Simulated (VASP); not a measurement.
Write the native input for VASP 6.6.1 that does the following.

```yaml
Task: relaxation of cell and atoms
Functional: PBE
Potentials_or_basis: VASP PAW PBE potentials, release 64 (Zn, Si, N)
Cutoff: 600 eV
k_mesh: 6 × 6 × 4
Occupations: gaussian, width 0.1 eV
Spin: no spin polarisation
Dipole_correction: no
Further_INCAR_settings: ALGO = Fast; EDIFF = 1e-06; IBRION = 2; EDIFFG = -0.04; NSW = 90; ISIF = 3
```

The structure of ZnSi3N lies in POSCAR:

```
ZnSi3N
1.0
    4.2931146800      0.0000000000      0.0000000000
   -2.1465573400      3.7179463700      0.0000000000
    0.0000000000      0.0000000000      5.3942837000
Zn Si N
1 3 1
Direct
    0.6666666700      0.3333333300      0.0000000000
    0.3333333300      0.6666666700      0.5000000000
    0.3333333300      0.6666666700      0.0000000000
    0.0000000000      0.0000000000      0.5000000000
    0.6666666700      0.3333333300      0.5000000000
```

The cell was generated, and may not be a known phase.

The input as run:

INCAR

```
SYSTEM = ZnSi3N
  PREC = Accurate
  ENCUT = 600
  EDIFF = 1E-6
  ISMEAR = 0
  SIGMA = 0.1
  LREAL = .False.
  LASPH = .True.
  NELM = 60
  ALGO = Fast
  ISIF = 3
  LWAVE = .False.
  LCHARG = .False.
  GGA = PE
  IBRION = 2
  NSW = 90
  EDIFFG = -0.04
```

KPOINTS

```
Automatic mesh
0
Gamma
  6 6 4
  0 0 0
```

Potentials or basis: VASP PAW PBE potentials, release 64 (Zn, Si, N).

Run with:

```sh
$ cat potpaw_PBE.64/Zn/POTCAR potpaw_PBE.64/Si/POTCAR potpaw_PBE.64/N/POTCAR > POTCAR
$ mpirun -np 1 vasp_std > vasp.out
```

Results of the run:

The relaxed volume is 14.86 Å³/atom. The relaxed cell is a = 4.216 Å, b = 4.216 Å, c = 4.829 Å, α = 90.00°, β = 90.00°, γ = 120.00° and the space group after relaxing (to 0.1 Å) is P-6m2 (No. 187). The energy gained by relaxing is 71.1 meV/atom, the ionic steps are 11 and the pressure after relaxing is 0.0 GPa. The band gap on the k mesh is zero (an odd number of electrons rules out a gap without spin polarisation).

Run time: 11 min on 1 thread of Oxide Virtual Turin-like Processor (shared host), peak memory 0.23 GiB.
